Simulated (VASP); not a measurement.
# Ba (Im-3m) in VASP: density of states with PBEsol

Aim: the density of states of Ba with PBEsol.

Everything below comes from runs of VASP 6.6.1. Logs are shortened: lines on timing, memory, paths and dates and some standing lists are left out, and cuts for length are marked.

**1. The cell of the first run**

The structure is cubic, space group Im-3m (No. 229). The conventional cell has a = 4.869 Å, b = 4.869 Å, c = 4.869 Å, α = 90.00°, β = 90.00°, γ = 90.00°. Within 5.5 Å of Ba (site symmetry m-3m) lie 14 Ba at 4.22 to 4.87 Å.

**2. Density of states, PBEsol**

POSCAR reads:

```
Ba
1.0
   -2.4343261438      2.4343261438      2.4343261438
    2.4343261438     -2.4343261438      2.4343261438
    2.4343261438      2.4343261438     -2.4343261438
Ba
1
Direct
    0.0000000000      0.0000000000      0.0000000000
```

INCAR.step1 reads:

```
PREC     = Accurate       # precision mode
ENCUT    = 520            # plane-wave cutoff, eV
EDIFF    = 1E-6           # SCF threshold, eV
ISMEAR   = 0              # smearing method
SIGMA    = 0.1            # smearing width, eV
LREAL    = F              # projectors in reciprocal space
LASPH    = T              # aspherical terms in the spheres
NELM     = 80             # most SCF steps
ALGO     = Normal         # electronic algorithm
ISIF     = 2              # what is computed and relaxed
LWAVE    = F              # write WAVECAR
LCHARG   = T              # write CHGCAR
GGA      = PS             # functional
NBANDS   = 11             # bands
```

KPOINTS.step1 reads:

```
regular mesh
0
Gamma
  12 12 12
```

INCAR.step2 reads:

```
PREC     = Accurate       # precision mode
ENCUT    = 520            # plane-wave cutoff, eV
EDIFF    = 1E-6           # SCF threshold, eV
ISMEAR   = -5             # smearing method
SIGMA    = 0.1            # smearing width, eV
LREAL    = F              # projectors in reciprocal space
LASPH    = T              # aspherical terms in the spheres
NELM     = 80             # most SCF steps
ALGO     = Normal         # electronic algorithm
ISIF     = 2              # what is computed and relaxed
LWAVE    = F              # write WAVECAR
LCHARG   = F              # write CHGCAR
GGA      = PS             # functional
LORBIT   = 11             # projections on sites
NBANDS   = 11             # bands
NEDOS    = 1001           # points of the DOS
ICHARG   = 11             # starting density
```

KPOINTS.step2 reads:

```
regular mesh
0
Gamma
  18 18 18
```

Potentials or basis: VASP PAW PBE potentials, release 64 (Ba_sv).

The run is started by

```console
$ cat potpaw_PBE.64/Ba_sv/POTCAR > POTCAR
$ cp INCAR.step1 INCAR
$ cp KPOINTS.step1 KPOINTS
$ mpirun -np 1 vasp_std > vasp.out
$ cp INCAR.step2 INCAR
$ cp KPOINTS.step2 KPOINTS
$ mpirun -np 1 vasp_std > vasp.out
```

OUTCAR:

```text
PREC = Accurate
   ENCUT = 520
   EDIFF = 1E-6
   ISMEAR = -5
   LREAL = F
   LASPH = T
   NELM = 80
   ISIF = 2
   GGA = PS
   LORBIT = 11
   ICHARG = 11

 ion  position               nearest neighbor table
   1  0.000  0.000  0.000-

  LATTYP: Found a body centered cubic cell.
 ALAT       =     4.8686522876

  Lattice vectors:

 A1 = (  -2.4343261438,   2.4343261438,   2.4343261438)
 A2 = (   2.4343261438,  -2.4343261438,   2.4343261438)
 A3 = (   2.4343261438,   2.4343261438,  -2.4343261438)

Analysis of symmetry for initial positions (statically):
=====================================================================
 Subroutine PRICEL returns:
 Original cell was already a primitive cell.

 Routine SETGRP: Setting up the symmetry group for a
 body centered cubic supercell.

 Subroutine GETGRP returns: Found 48 space group operations
[... 9 lines left out ...]

 Routine SETGRP: Setting up the symmetry group for a
 body centered cubic supercell.

 Subroutine GETGRP returns: Found 48 space group operations
[... 11 lines left out ...]
                                     Primitive cell

  volume of cell :      57.7027

  direct lattice vectors                    reciprocal lattice vectors
    -2.434326144  2.434326144  2.434326144     0.000000000  0.205395650  0.205395650
     2.434326144 -2.434326144  2.434326144     0.205395650  0.000000000  0.205395650
     2.434326144  2.434326144 -2.434326144     0.205395650  0.205395650  0.000000000

  length of vectors
     4.216376563  4.216376563  4.216376563     0.290473314  0.290473314  0.290473314

  position of ions in fractional coordinates (direct lattice)
     0.000000000  0.000000000  0.000000000

  ion indices of the primitive-cell ions
   primitive index   ion index
                 1           1

----------------------------------------------------------------------------------------

 KPOINTS: regular mesh

Automatic generation of k-mesh.
 Grid dimensions read from file:
 generate k-points for:   18   18   18

 Generating k-lattice:

  Cartesian coordinates                     Fractional coordinates (reciprocal lattice)
     0.000000000  0.011410869  0.011410869     0.055555556  0.000000000  0.000000000
     0.011410869  0.000000000  0.011410869     0.000000000  0.055555556  0.000000000
     0.011410869  0.011410869  0.000000000     0.000000000  0.000000000  0.055555556

[... 63 lines left out ...]
   NFREE  =      0    steps in history (QN), initial steepest desc. (CG)
   ISIF   =      2    stress and relaxation
   ISYM   =      2    0-nonsym 1-usesym 2-fastsym
   POTIM  = 0.5000    time-step for ionic-motion
   TEBEG  =    0.0;   TEEND  =   0.0 temperature during run
   PSTRESS=    0.0 pullay stress
   NELECT =      10.0000    total number of electrons
   NUPDOWN=      -1.0000    fix difference up-down
   EMIN   =  10.00;   EMAX   =-10.00  energy-range for DOS
   EFERMI =   0.00;   METHOD = LEGACY
   ISMEAR =    -5;   SIGMA  =   0.10  broadening in eV -4-tet -1-fermi 0-gaus
   EFERMI_NEDOS =   21; number of points for ismear=-14 and -15
   IALGO  =     38    algorithm
   IMIX   =      4    mixing-type and parameters
     AMIX     =   0.40;   BMIX     =  1.00
     AMIX_MAG =   1.60;   BMIX_MAG =  1.00
  volume/ion in A,a.u.               =      57.70       389.40
  Fermi-wavevector in a.u.,A,eV,Ry     =   0.912731  1.724811 11.334709  0.833078
  Thomas-Fermi vector in A             =   2.037161
   LORBIT       =     11    0 simple, 1 ext, 2 COOP (PROOUT), +10 PAW based schemes
   GGA     = PS    functional components
   LHFCALC =     F    Hartree Fock is set to
   AEXX    =    0.0000 exact exchange contribution
   IVDW    =     0    specifies the selected vdW correction
   LEPSILON=     F    determine dielectric tensor
   LRPA    =     F    only Hartree local field effects (RPA)
 non-spin polarized calculation
 Fermi weights with tetrahedron method with Bloechl corrections
  energy-cutoff  :      520.00
  volume of cell :       57.70
 maximum number of plane-waves:      1568

 number of electron      10.0000001 magnetization

 Free energy of the ion-electron system (eV)
  ---------------------------------------------------
  ext. energy  EPLUGINS =         0.00000000
  ---------------------------------------------------
  free energy    TOTEN  =        -2.14873572 eV

  energy without entropy =       -2.14873572  energy(sigma->0) =       -2.14873572

 E-fermi :   1.8046     XC(G=0):  -7.7977

 val. band max:        1.8242794143   @ k =   0.2222   0.1667   0.1667
 cond. band min:       1.7922309283   @ k =  -0.3333   0.3333   0.3333
 fundamental gap:     -0.0320484860
 Fermi energy:         1.8045724628

 k-point     1 :       0.0000    0.0000    0.0000
  band No.  band energies     occupation
      1     -26.8826      2.00000
      2     -11.7549      2.00000
      3     -11.7549      2.00000
      4     -11.7549      2.00000
      5      -0.9747      2.00000
      6       3.7401      0.00000
      7       3.7401      0.00000
      8       3.7401      0.00000
      9       5.2995      0.00000
     10       5.2995      0.00000
     11       9.0270      0.00000
[... 309 lines left out ...]
 k-point    24 :       0.3889    0.1111   -0.0000
  band No.  band energies     occupation
      1     -26.8185      2.00000
      2     -12.3321      2.00000
      3     -11.9672      2.00000
      4     -11.7872      2.00000
      5       1.0458      2.00000
      6       2.5231      0.00000
      7       3.0827      0.00000
      8       5.1648      0.00000
      9       5.9351      0.00000
     10       7.3881      0.00000
     11       8.3494      0.00000

 [... further k-points ...]

------------------------ aborting loop because EDIFF is reached ----------------------------------------

  FORCE on cell =-STRESS in cart. coord.  units (eV):
  Direction    XX          YY          ZZ          XY          YZ          ZX
  --------------------------------------------------------------------------------------
  -------------------------------------------------------------------------------------
  Total        0.0583956      0.0583956      0.0583956     -0.0000000      0.0000000     -0.0000000
  in kB        1.6214167      1.6214167      1.6214167     -0.0000000      0.0000000     -0.0000000
  external PRESSURE =       1.6214167 kB  Pullay stress =       0.0000000 kB

 VOLUME and BASIS-vectors are now :
 -----------------------------------------------------------------------------
  energy-cutoff  :      520.00
  volume of cell :       57.70
      direct lattice vectors                 reciprocal lattice vectors
    -2.434326144  2.434326144  2.434326144     0.000000000  0.205395650  0.205395650
     2.434326144 -2.434326144  2.434326144     0.205395650  0.000000000  0.205395650
     2.434326144  2.434326144 -2.434326144     0.205395650  0.205395650  0.000000000

 POSITION                                       TOTAL-FORCE (eV/Angst)
 -----------------------------------------------------------------------------------
      0.00000      0.00000      0.00000        -0.000000     -0.000000      0.000000
 -----------------------------------------------------------------------------------
    total drift:                               -0.000000      0.000000      0.000000

  FREE ENERGIE OF THE ION-ELECTRON SYSTEM (eV)
  ---------------------------------------------------
  free  energy   TOTEN  =        -2.1487357183 eV

  energy  without entropy=       -2.1487357183  energy(sigma->0) =       -2.14873572

 total charge

# of ion       s       p       d       tot
------------------------------------------
    1        2.072   5.530   0.306   7.908
```

OUTCAR.step1:

```text
PREC = Accurate
   ENCUT = 520
   EDIFF = 1E-6
   ISMEAR = 0
   LREAL = F
   LASPH = T
[... 551 lines left out ...]

 POSITION                                       TOTAL-FORCE (eV/Angst)
 -----------------------------------------------------------------------------------
      0.00000      0.00000      0.00000        -0.000000     -0.000000     -0.000000
 -----------------------------------------------------------------------------------
    total drift:                                0.000000      0.000000     -0.000000

  FREE ENERGIE OF THE ION-ELECTRON SYSTEM (eV)
  ---------------------------------------------------
  free  energy   TOTEN  =        -2.1516010329 eV

  energy  without entropy=       -2.1452341302  energy(sigma->0) =       -2.14841758
```

Wall time 2 min (1 thread of AMD EPYC 7R43 (Zen 3), shared host); peak memory 0.22 GiB.

What came out:

```yaml
Valence_electrons_inside_the_program's_atomic_spheres: Ba 7.91
```

Caveat: the PAW data sets were made with another functional, which shifts forces and pressure a little; spin-orbit coupling is left out, which moves the levels of the heavy elements; tetrahedron occupations give inexact forces and stress in metals.
